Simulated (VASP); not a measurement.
# Y4Pb3 (Pm-3m) in VASP: relaxation of cell and atoms with PBE

Aim: the relaxation of cell and atoms of Y4Pb3 with PBE.

All numbers are computed with VASP 6.6.1; they aren't measurements. Logs are shortened: lines on timing, memory, paths and dates and some standing lists are left out, and cuts for length are marked.

## (1) The cell of the first run

The structure is cubic, space group Pm-3m (No. 221). The conventional cell has a = 5.339 Å, b = 5.339 Å, c = 5.339 Å, α = 90.00°, β = 90.00°, γ = 90.00°. Within 3.5 Å of Y (site symmetry m-3m) lie 6 Pb at 2.67 Å. Y (site symmetry 4/mmm) has 4 Pb at 2.67 Å within 3.5 Å. Pb (site symmetry 4/mmm) has 6 Y at 2.67 Å within 3.5 Å.

## (2) Relaxation of cell and atoms, PBE

INCAR

```
PREC     = Accurate       # precision mode
ENCUT    = 600            # plane-wave cutoff, eV
EDIFF    = 1E-6           # SCF threshold, eV
ISMEAR   = 0              # smearing method
SIGMA    = 0.1            # smearing width, eV
LREAL    = False          # projectors in reciprocal space
LASPH    = True           # aspherical terms in the spheres
NELM     = 100            # most SCF steps
ALGO     = Normal         # electronic algorithm
ISIF     = 3              # what is computed and relaxed
LWAVE    = False          # write WAVECAR
LCHARG   = False          # write CHGCAR
GGA      = PE             # functional
IBRION   = 2              # ionic algorithm
NSW      = 90             # ionic steps
EDIFFG   = -0.04          # ionic threshold
```

KPOINTS

```
Automatic mesh
0
Gamma
  4 4 4
```

POSCAR

```
Y4Pb3
1.0
    5.3388190400      0.0000000000      0.0000000000
    0.0000000000      5.3388190400      0.0000000000
    0.0000000000      0.0000000000      5.3388190400
Y Pb
4 3
Direct
    0.5000000000      0.5000000000      0.5000000000
    0.5000000000      0.0000000000      0.0000000000
    0.0000000000      0.5000000000      0.0000000000
    0.0000000000      0.0000000000      0.5000000000
    0.5000000000      0.5000000000      0.0000000000
    0.0000000000      0.5000000000      0.5000000000
    0.5000000000      0.0000000000      0.5000000000
```

Potentials or basis: VASP PAW PBE potentials, release 64 (Y_sv, Pb_d).

Started as:

```
$ cat potpaw_PBE.64/Y_sv/POTCAR potpaw_PBE.64/Pb_d/POTCAR > POTCAR
$ mpirun -np 1 vasp_std > vasp.out
```

OUTCAR:

```text
PREC = Accurate
   ENCUT = 600
   EDIFF = 1E-6
   ISMEAR = 0
   LREAL = False
   LASPH = True
   NELM = 100
   ISIF = 3
   GGA = PE
   IBRION = 2
   NSW = 90
   EDIFFG = -0.04

 ion  position               nearest neighbor table
   1  0.500  0.500  0.500-   5 2.67   6 2.67   7 2.67   5 2.67   7 2.67   6 2.67   2 3.78   3 3.78
                             2 3.78   2 3.78   4 3.78   3 3.78   2 3.78   3 3.78   4 3.78   4 3.78
   2  0.500  0.000  0.000-   5 2.67   7 2.67   7 2.67   5 2.67   3 3.78   1 3.78   4 3.78   4 3.78
                             1 3.78   3 3.78   1 3.78   1 3.78   3 3.78   4 3.78   4 3.78   3 3.78
   3  0.000  0.500  0.000-   5 2.67   6 2.67   6 2.67   5 2.67   2 3.78   1 3.78   4 3.78   4 3.78
                             2 3.78   4 3.78   4 3.78   1 3.78   2 3.78   1 3.78   1 3.78   2 3.78
   4  0.000  0.000  0.500-   6 2.67   7 2.67   6 2.67   7 2.67   2 3.78   2 3.78   3 3.78   1 3.78
                             3 3.78   3 3.78   3 3.78   1 3.78   2 3.78   1 3.78   2 3.78   1 3.78
   5  0.500  0.500  0.000-   1 2.67   2 2.67   3 2.67   1 2.67   2 2.67   3 2.67   6 3.78   7 3.78
                             7 3.78   7 3.78   7 3.78   6 3.78   6 3.78   6 3.78
   6  0.000  0.500  0.500-   1 2.67   3 2.67   4 2.67   3 2.67   4 2.67   1 2.67   5 3.78   7 3.78
                             7 3.78   5 3.78   5 3.78   7 3.78   5 3.78   7 3.78
   7  0.500  0.000  0.500-   1 2.67   2 2.67   4 2.67   2 2.67   1 2.67   4 2.67   5 3.78   6 3.78
                             5 3.78   6 3.78   5 3.78   5 3.78   6 3.78   6 3.78

  LATTYP: Found a simple cubic cell.
 ALAT       =     5.3388190400

  Lattice vectors:

 A1 = (   5.3388190400,   0.0000000000,   0.0000000000)
 A2 = (   0.0000000000,   5.3388190400,   0.0000000000)
 A3 = (   0.0000000000,   0.0000000000,   5.3388190400)

Analysis of symmetry for initial positions (statically):
=====================================================================
 Subroutine PRICEL returns:
 Original cell was already a primitive cell.

 Routine SETGRP: Setting up the symmetry group for a
 simple cubic supercell.

 Subroutine GETGRP returns: Found 48 space group operations
 (whereof 48 operations were pure point group operations)
 out of a pool of 48 trial point group operations.

The static configuration has the point symmetry O_h .

Analysis of symmetry for dynamics (positions and initial velocities):
=====================================================================
 Subroutine PRICEL returns:
 Original cell was already a primitive cell.

 Routine SETGRP: Setting up the symmetry group for a
 simple cubic supercell.

 Subroutine GETGRP returns: Found 48 space group operations
 (whereof 48 operations were pure point group operations)
 out of a pool of 48 trial point group operations.

The dynamic configuration has the point symmetry O_h .

 Subroutine INISYM returns: Found 48 space group operations
 (whereof 48 operations are pure point group operations),
 and found     1 'primitive' translations

----------------------------------------------------------------------------------------

                                     Primitive cell

  volume of cell :     152.1723

  direct lattice vectors                    reciprocal lattice vectors
     5.338819040  0.000000000  0.000000000     0.187307341  0.000000000  0.000000000
     0.000000000  5.338819040  0.000000000     0.000000000  0.187307341  0.000000000
     0.000000000  0.000000000  5.338819040     0.000000000  0.000000000  0.187307341

  length of vectors
     5.338819040  5.338819040  5.338819040     0.187307341  0.187307341  0.187307341

  position of ions in fractional coordinates (direct lattice)
     0.500000000  0.500000000  0.500000000
     0.500000000  0.000000000  0.000000000
     0.000000000  0.500000000  0.000000000
     0.000000000  0.000000000  0.500000000
     0.500000000  0.500000000  0.000000000
     0.000000000  0.500000000  0.500000000
     0.500000000  0.000000000  0.500000000

  ion indices of the primitive-cell ions
   primitive index   ion index
                 1           1
                 2           2
                 3           3
                 4           4
                 5           5
                 6           6
                 7           7

----------------------------------------------------------------------------------------

 KPOINTS: Automatic mesh

Automatic generation of k-mesh.
 Grid dimensions read from file:
 generate k-points for:    4    4    4

 Generating k-lattice:

  Cartesian coordinates                     Fractional coordinates (reciprocal lattice)
     0.046826835  0.000000000  0.000000000     0.250000000  0.000000000  0.000000000
     0.000000000  0.046826835  0.000000000     0.000000000  0.250000000  0.000000000
     0.000000000  0.000000000  0.046826835     0.000000000  0.000000000  0.250000000

  Length of vectors
     0.046826835  0.046826835  0.046826835

  Shift w.r.t. Gamma in fractional coordinates (k-lattice)
     0.000000000  0.000000000  0.000000000

 Subroutine IBZKPT returns following result:
 ===========================================

 Found     10 irreducible k-points:

 Following reciprocal coordinates:
            Coordinates               Weight
  0.000000  0.000000  0.000000      1.000000
  0.250000  0.000000  0.000000      6.000000
  0.500000  0.000000  0.000000      3.000000
  0.250000  0.250000  0.000000     12.000000
  0.500000  0.250000  0.000000     12.000000
  0.500000  0.500000  0.000000      3.000000
  0.250000  0.250000  0.250000      8.000000
  0.500000  0.250000  0.250000     12.000000
  0.500000  0.500000  0.250000      6.000000
  0.500000  0.500000  0.500000      1.000000
   k-points           NKPTS =     10   k-points in BZ     NKDIM =     10   number of bands    NBANDS=     51
   number of dos      NEDOS =    301   number of ions     NIONS =      7
   total plane-waves  NPLWV = 110592
   dimension x,y,z NGX =    48 NGY =   48 NGZ =   48
   dimension x,y,z NGXF=    96 NGYF=   96 NGZF=   96
   ions per type =               4   3
   NGX,Y,Z   is equivalent  to a cutoff of  14.95, 14.95, 14.95 a.u.
   NGXF,Y,Z  is equivalent  to a cutoff of  29.89, 29.89, 29.89 a.u.
 SYSTEM =  unknown system
   PREC   = accura    normal or accurate (medium, high low for compatibility)
   ISTART =      0    job   : 0-new  1-cont  2-samecut
   ICHARG =      2    charge: 1-file 2-atom 10-const
   ISPIN  =      1    spin polarized calculation?
   LNONCOLLINEAR =      F non collinear calculations
   LSORBIT =      F    spin-orbit coupling
   LASPH  =      T    aspherical Exc in radial PAW
   ENCUT  =  600.0 eV  44.10 Ry    6.64 a.u.  10.66 10.66 10.66*2*pi/ulx,y,z
   NELM   =    100;   NELMIN=  2; NELMDL= -5     # of ELM steps
   EDIFF  = 0.1E-05   stopping-criterion for ELM
   LREAL  =      F    real-space projection
   EDIFFG = -.4E-01   stopping-criterion for IOM
   NSW    =     90    number of steps for IOM
   IBRION =      2    ionic relax: 0-MD 1-quasi-New 2-CG
   NFREE  =      1    steps in history (QN), initial steepest desc. (CG)
   ISIF   =      3    stress and relaxation
   ISYM   =      2    0-nonsym 1-usesym 2-fastsym
   POTIM  = 0.5000    time-step for ionic-motion
   TEBEG  =    0.0;   TEEND  =   0.0 temperature during run
   PSTRESS=    0.0 pullay stress
   NELECT =      86.0000    total number of electrons
   NUPDOWN=      -1.0000    fix difference up-down
   EMIN   =  10.00;   EMAX   =-10.00  energy-range for DOS
   EFERMI =   0.00;   METHOD = LEGACY
   ISMEAR =     0;   SIGMA  =   0.10  broadening in eV -4-tet -1-fermi 0-gaus
   EFERMI_NEDOS =   21; number of points for ismear=-14 and -15
   IALGO  =     38    algorithm
   IMIX   =      4    mixing-type and parameters
     AMIX     =   0.40;   BMIX     =  1.00
     AMIX_MAG =   1.60;   BMIX_MAG =  1.00
  volume/ion in A,a.u.               =      21.74       146.70
  Fermi-wavevector in a.u.,A,eV,Ry     =   1.353513  2.557769 24.925840  1.831998
  Thomas-Fermi vector in A             =   2.480762
   LORBIT       =      0    0 simple, 1 ext, 2 COOP (PROOUT), +10 PAW based schemes
   GGA     = PE    functional components
   LHFCALC =     F    Hartree Fock is set to
   AEXX    =    0.0000 exact exchange contribution
   IVDW    =     0    specifies the selected vdW correction
   LEPSILON=     F    determine dielectric tensor
   LRPA    =     F    only Hartree local field effects (RPA)
 conjugate gradient relaxation of ions
 non-spin polarized calculation
 Gauss-broadening in eV      SIGMA  =   0.10
  energy-cutoff  :      600.00
  volume of cell :      152.17
 maximum number of plane-waves:      5112
 NGX is ok and might be reduce to    48
   NGX = 21   NGY = 21   NGZ = 21

--------------------------------------- Ionic step        1  -------------------------------------------

 number of electron      85.9999993 magnetization

 Free energy of the ion-electron system (eV)
  ---------------------------------------------------
  ext. energy  EPLUGINS =         0.00000000
  ---------------------------------------------------
  free energy    TOTEN  =       -27.80791203 eV

  energy without entropy =      -27.76070240  energy(sigma->0) =      -27.78430721

 E-fermi :   7.4587     XC(G=0): -11.3183

 val. band max:        7.4515489765   @ k =   0.2500   0.2500   0.0000
 cond. band min:       7.4783529827   @ k =   0.2500   0.2500   0.0000
 fundamental gap:      0.0268040062
 Fermi energy:         7.4586866766

 k-point     1 :       0.0000    0.0000    0.0000
  band No.  band energies     occupation
      1     -34.3754      2.00000
      2     -34.3348      2.00000
      3     -34.3348      2.00000
      4     -33.6497      2.00000
      5     -14.7864      2.00000
      6     -14.7864      2.00000
[... 690 lines left out ...]
  energy  without entropy=      -37.9642805849  energy(sigma->0) =      -37.99311071

--------------------------------------- Ionic step        5  -------------------------------------------

 number of electron      85.9999980 magnetization

 Free energy of the ion-electron system (eV)
  ---------------------------------------------------
  ext. energy  EPLUGINS =         0.00000000
  ---------------------------------------------------
  free energy    TOTEN  =       -38.02507228 eV

  energy without entropy =      -37.96783036  energy(sigma->0) =      -37.99645132

 E-fermi :   3.8733     XC(G=0):  -9.2623

 val. band max:        3.8598578473   @ k =   0.5000   0.5000   0.5000
 cond. band min:       3.8801423233   @ k =   0.5000   0.5000   0.2500
 fundamental gap:      0.0202844760
 Fermi energy:         3.8732825847

 k-point     1 :       0.0000    0.0000    0.0000
  band No.  band energies     occupation
      1     -39.3636      2.00000
      2     -39.3597      2.00000
      3     -39.3597      2.00000
      4     -38.6373      2.00000
      5     -19.4486      2.00000
      6     -19.4486      2.00000
[... 563 lines left out ...]
  FREE ENERGIE OF THE ION-ELECTRON SYSTEM (eV)
  ---------------------------------------------------
  free  energy   TOTEN  =       -38.0250722833 eV

  energy  without entropy=      -37.9678303564  energy(sigma->0) =      -37.99645132

 reached required accuracy - stopping structural energy minimisation
```

Run time: 9.7 min. Hardware: 1 thread of AMD EPYC 7R13 (Zen 3), shared host; peak memory 0.35 GiB.

Results:

| Quantity | Value |
| --- | --- |
| Free energy | -38.0251 eV |
| Relaxed volume | 34.23 Å³/atom |
| Relaxed cell | a = 6.211 Å, b = 6.211 Å, c = 6.211 Å, α = 90.00°, β = 90.00°, γ = 90.00° |
| Space group after relaxing (to 0.05 Å) | Pm-3m (No. 221) |
| Energy gained by relaxing | 1459.6 meV/atom |
| Ionic steps | 5 |
| Pressure after relaxing | 0.0 GPa |
| Band gap on the k mesh | zero (band 43 reaches 4.49 eV, above the bottom of band 44 at 3.82 eV) |

The path:
```tsv
step	energy change (eV)	largest force (eV/Å)	pressure (GPa)	volume (Å³)
1	0.0000	0.0000	55.35	152.17
2	-4.7031	0.0000	-7.94	384.72
3	-10.2015	0.0000	-0.95	244.89
4	-10.2140	0.0000	-0.44	242.00
5	-10.2172	0.0000	0.01	239.63
```

Final structure:
```
Y Pb
1.0
     6.21130    0.00000    0.00000
     0.00000    6.21130    0.00000
     0.00000    0.00000    6.21130
Y Pb
4 3
Direct
  0.50000 0.50000 0.50000
  0.50000 0.00000 0.00000
  0.00000 0.50000 0.00000
  0.00000 0.00000 0.50000
  0.50000 0.50000 0.00000
  0.00000 0.50000 0.50000
  0.50000 0.00000 0.50000
```

Caveat: the volume moved by over 15 % at a fixed basis, so the end points are rough; spin-orbit coupling is left out, which moves the levels of the heavy elements.
